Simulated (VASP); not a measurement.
Na, 2 atoms in the cell. Symmetry: P2_1/m, No. 11, monoclinic system. The conventional cell has a = 3.718 Å, b = 5.898 Å, c = 3.718 Å, α = 90.00°, β = 120.00°, γ = 90.00°. Within 4.6 Å of Na (site symmetry m) lie 14 Na at 3.17 to 4.55 Å.  This cell differs from its parent crystal: atoms displaced along a vibrational mode, the cell strained.

- Program: VASP 6.6.1
- Task: single point
- Functional: LDA
- Potentials or basis: VASP PAW LDA potentials, release 64 (Na_pv)
- Cutoff: 520 eV
- k mesh: 15 × 15 × 8
- Occupations: gaussian, width 0.15 eV
- Spin: no spin polarisation
- Dipole correction: no
- Further INCAR settings: ALGO = Fast; EDIFF = 1e-07; NBANDS = 14

Potentials or basis: VASP PAW LDA potentials, release 64 (Na_pv).

Launch:

```console
$ cat potpaw_LDA.64/Na_pv/POTCAR > POTCAR
$ mpirun -np 1 vasp_std > vasp.out
```

Hardware: 1 thread of Intel Xeon 8259CL, on a shared host.

Question: How long does it take, and how much memory?

Answer: Run time: 9.8 min on 1 thread of Intel Xeon 8259CL (shared host), peak memory 0.47 GiB. Counts: scf iterations 18, k points 565.
